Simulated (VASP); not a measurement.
# Ni2Ge: single point with r2SCAN

Crystal: Ni2Ge.

```
Ni Ge
1.0
     3.97814    0.00000    0.00000
    -1.98907    3.44517    0.00000
     0.00000    0.00000    5.03738
Ni Ge
4 2
Direct
  0.66667 0.33333 0.25000
  0.33333 0.66667 0.75000
  0.00000 0.00000 0.00000
  0.00000 0.00000 0.50000
  0.66667 0.33333 0.75000
  0.33333 0.66667 0.25000
```

```json
{
 "Program": "VASP 6.6.1",
 "Task": "single point",
 "Functional": "r2SCAN",
 "Potentials or basis": "VASP PAW PBE potentials, release 64 (Ni, Ge_d)",
 "Cutoff": "520 eV",
 "k mesh": "12 × 12 × 8",
 "Occupations": "gaussian, width 0.1 eV",
 "Spin": "no spin polarisation",
 "Dipole correction": "no",
 "Further INCAR settings": "ALGO = Normal; EDIFF = 1e-06; NBANDS = 43"
}
```

```
Pressure               : 0.2 GPa
Band gap on the k mesh : zero (band 34 reaches 12.71 eV, above the bottom of band 35 at 9.61 eV)
```

Stress tensor (GPa, compression positive):
```
0.25 0.00 0.00
0.00 0.25 0.00
0.00 0.00 0.10
```

Levels at points of the mesh, in eV from the Fermi level:
```tsv
k point	band 30	band 31	band 32	band 33	band 34	band 35	band 36	band 37	band 38	band 39
(0.00, 0.00, 0.00)	-1.04	-0.61	-0.61	0.10	2.48	2.80	2.80	3.01	3.01	3.40
(0.50, 0.00, 0.00)	-1.35	-1.22	-1.20	-1.04	-0.67	-0.56	0.77	1.81	3.26	3.67
(0.00, 0.00, 0.50)	-1.17	-1.17	-1.17	1.64	1.64	3.36	3.36	3.36	3.36	4.65
(0.50, 0.00, 0.50)	-1.53	-1.22	-1.22	-0.87	-0.87	0.92	0.92	2.73	2.73	6.35
```

Wall time 45 min on 1 thread of AMD EPYC 7R13, with other jobs on the host, peak memory 0.32 GiB.

Caveat: the PAW data sets were made with another functional, which shifts forces and pressure a little. Spin polarisation is off, so any magnetic state and its effect on volume and gap are missing.
